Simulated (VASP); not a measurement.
# MgZn6 (Pm-3m) in VASP: further runs, part 2 of 2

VASP 6.6.1. Earlier steps stand in the parts before.

**3. Relaxation of cell and atoms, PBE**

This run uses another cell than the first one, of 32.75 Å³/atom.

The input, INCAR:

```
PREC = Accurate
ENCUT = 600
EDIFF = 1E-7
ISMEAR = 0
SIGMA = 0.1
LREAL = False
LASPH = True
NELM = 60
ALGO = Fast
ISIF = 3
LWAVE = False
LCHARG = False
GGA = PE
IBRION = 2
NSW = 100
EDIFFG = -0.01
```

The input, KPOINTS:

```
Automatic mesh
0
Gamma
  6 6 6
```

The input, POSCAR:

```
MgZn6
1.0
    6.1199532672      0.0000000000      0.0000000000
    0.0000000000      6.1199532672      0.0000000000
    0.0000000000      0.0000000000      6.1199532672
Mg Zn
1 6
Direct
    0.0000000000      0.0000000000      0.0000000000
    0.1939633561      0.5000000000      0.5000000000
    0.5000000000      0.1939633561      0.5000000000
    0.8060366439      0.5000000000      0.5000000000
    0.5000000000      0.8060366439      0.5000000000
    0.5000000000      0.5000000000      0.1939633561
    0.5000000000      0.5000000000      0.8060366439
```

Potentials or basis: VASP PAW PBE potentials, release 64 (Mg, Zn).

Command:

```bash
$ cat potpaw_PBE.64/Mg/POTCAR potpaw_PBE.64/Zn/POTCAR > POTCAR
$ mpirun -np 1 vasp_std > vasp.out
```

OUTCAR:

```text
PREC = Accurate
   ENCUT = 600
   EDIFF = 1E-7
   ISMEAR = 0
   LREAL = False
   LASPH = True
   NELM = 60
   ISIF = 3
   GGA = PE
   IBRION = 2
   NSW = 100
   EDIFFG = -0.01

 ion  position               nearest neighbor table
   1  0.000  0.000  0.000-
   2  0.194  0.500  0.500-   4 2.37   3 2.65   5 2.65   6 2.65   7 2.65
   3  0.500  0.194  0.500-   5 2.37   4 2.65   2 2.65   6 2.65   7 2.65
   4  0.806  0.500  0.500-   2 2.37   3 2.65   5 2.65   6 2.65   7 2.65
   5  0.500  0.806  0.500-   3 2.37   2 2.65   4 2.65   6 2.65   7 2.65
   6  0.500  0.500  0.194-   7 2.37   3 2.65   4 2.65   5 2.65   2 2.65
   7  0.500  0.500  0.806-   6 2.37   3 2.65   4 2.65   5 2.65   2 2.65

  LATTYP: Found a simple cubic cell.
[... 196 lines left out ...]
  --------------------------------------------------------------------------------------
  -------------------------------------------------------------------------------------
  Total       -0.7918657     -0.7918657     -0.7918657      0.0000000      0.0000000     -0.0000000
  in kB       -5.5350024     -5.5350024     -5.5350024      0.0000000      0.0000000     -0.0000000
  external PRESSURE =      -5.5350024 kB  Pullay stress =       0.0000000 kB
[... 233 lines left out ...]
--------------------------------------- Ionic step        7  -------------------------------------------

 number of electron      73.9999945 magnetization

 Free energy of the ion-electron system (eV)
  ---------------------------------------------------
  ext. energy  EPLUGINS =         0.00000000
  ---------------------------------------------------
  free energy    TOTEN  =        -4.24719089 eV

  energy without entropy =       -4.23425508  energy(sigma->0) =       -4.24072298

 E-fermi :  -0.2231     XC(G=0):  -7.6633

 val. band max:       -0.3169532194   @ k =   0.5000   0.1667   0.1667
 cond. band min:      -0.2084060442   @ k =   0.5000   0.5000   0.1667
 fundamental gap:      0.1085471752
 Fermi energy:        -0.2230726126

 k-point     1 :       0.0000    0.0000    0.0000
  band No.  band energies     occupation
      1      -9.1709      2.00000
      2      -8.1253      2.00000
      3      -8.1253      2.00000
      4      -8.1253      2.00000
      5      -7.8743      2.00000
      6      -7.8743      2.00000
[... 963 lines left out ...]
  FREE ENERGIE OF THE ION-ELECTRON SYSTEM (eV)
  ---------------------------------------------------
  free  energy   TOTEN  =        -4.2471908853 eV

  energy  without entropy=       -4.2342550765  energy(sigma->0) =       -4.24072298

 reached required accuracy - stopping structural energy minimisation
```

OSZICAR:

```text
N       E                     dE             d eps       ncg     rms          rms(c)
DAV:   1     0.466458103066E+03    0.46646E+03   -0.37512E+04  1760   0.212E+03
DAV:   2     0.315556457379E+02   -0.43490E+03   -0.42754E+03  1760   0.434E+02
DAV:   3    -0.388453132296E+01   -0.35440E+02   -0.35101E+02  1920   0.131E+02
[... 72 lines left out ...]
RMM:   5    -0.424719210081E+01   -0.11747E-05   -0.17026E-04  1760   0.125E-01    0.145E-02
RMM:   6    -0.424719084254E+01    0.12583E-05   -0.21470E-05  1760   0.267E-02    0.420E-03
RMM:   7    -0.424719118788E+01   -0.34534E-06   -0.38811E-06  1758   0.162E-02    0.462E-03
RMM:   8    -0.424719081565E+01    0.37223E-06   -0.27952E-06  1758   0.119E-02    0.164E-04
RMM:   9    -0.424719088532E+01   -0.69678E-07   -0.28197E-07  1079   0.310E-03
   7 F= -.42471909E+01 E0= -.42407230E+01  d E =-.606454E-03
```

CONTCAR:

```text
MgZn6
   1.00000000000000
     6.0633118897376912    0.0000000000000000   -0.0000000000000000
     0.0000000000000000    6.0633118897376912    0.0000000000000000
    -0.0000000000000000    0.0000000000000000    6.0633118897376903
  Mg              Zn
     1     6
Direct
     1.0000000000000000    0.0000000000000000    0.0000000000000000
     0.1947945758980665    0.5000000000000000    0.5000000000000000
     0.5000000000000000    0.1947945758980665    0.5000000000000000
     0.8052054241019336    0.5000000000000000    0.5000000000000000
     0.5000000000000000    0.8052054241019336    0.5000000000000000
     0.5000000000000000    0.5000000000000000    0.1947945758980665
     0.5000000000000000    0.5000000000000000    0.8052054241019336

  0.00000000E+00  0.00000000E+00  0.00000000E+00
  0.00000000E+00  0.00000000E+00  0.00000000E+00
  0.00000000E+00  0.00000000E+00  0.00000000E+00
  0.00000000E+00  0.00000000E+00  0.00000000E+00
  0.00000000E+00  0.00000000E+00  0.00000000E+00
  0.00000000E+00  0.00000000E+00  0.00000000E+00
  0.00000000E+00  0.00000000E+00  0.00000000E+00
```

Wall time 11 min (1 thread of Intel Xeon 6975P-C (Granite Rapids), shared host); peak memory 0.49 GiB.

What came out:

```yaml
Free_energy: -4.2472 eV
Relaxed_volume: 31.84 Å³/atom
Relaxed_cell: a = 6.063 Å, b = 6.063 Å, c = 6.063 Å, α = 90.00°, β = 90.00°, γ = 90.00°
Space_group_after_relaxing_to_0.1_Å: Pm-3m (No. 221)
Energy_gained_by_relaxing: 1.8 meV/atom
Ionic_steps: 7
Pressure_after_relaxing: 0.0 GPa
Largest_force_after_relaxing: 0.008 eV/Å
Band_gap_on_the_k_mesh: zero (bands 37 and 38 overlap by 1.62 eV)
```

Forces on the atoms (eV/Å):
```
Mg   0.000  0.000  0.000
Zn  -0.008  0.000  0.000
Zn   0.000 -0.008  0.000
Zn   0.008  0.000  0.000
Zn   0.000  0.008  0.000
Zn   0.000  0.000 -0.008
Zn   0.000  0.000  0.008
```

Step by step:
| step | energy change (eV) | largest force (eV/Å) | pressure (GPa) | volume (Å³) |
| --- | --- | --- | --- | --- |
| 1 | 0.0000 | 0.1056 | -0.55 | 229.22 |
| 2 | -0.0107 | 0.0012 | -0.21 | 225.48 |
| 3 | -0.0119 | 0.0427 | -0.09 | 224.13 |
| 4 | -0.0119 | 0.0514 | -0.10 | 223.86 |
| 5 | -0.0118 | 0.0678 | -0.03 | 223.34 |
| 6 | -0.0119 | 0.0563 | -0.06 | 223.68 |
| 7 | -0.0125 | 0.0080 | 0.01 | 222.91 |

Final structure:
```yaml
crystal:
  lattice:
    - [6.06331, 0.00000, 0.00000]
    - [0.00000, 6.06331, 0.00000]
    - [0.00000, 0.00000, 6.06331]
  atoms:
    - { symbol: Mg, position: [0.00000, 0.00000, 0.00000] }
    - { symbol: Zn, position: [0.19479, 0.50000, 0.50000] }
    - { symbol: Zn, position: [0.50000, 0.19479, 0.50000] }
    - { symbol: Zn, position: [0.80521, 0.50000, 0.50000] }
    - { symbol: Zn, position: [0.50000, 0.80521, 0.50000] }
    - { symbol: Zn, position: [0.50000, 0.50000, 0.19479] }
    - { symbol: Zn, position: [0.50000, 0.50000, 0.80521] }
```
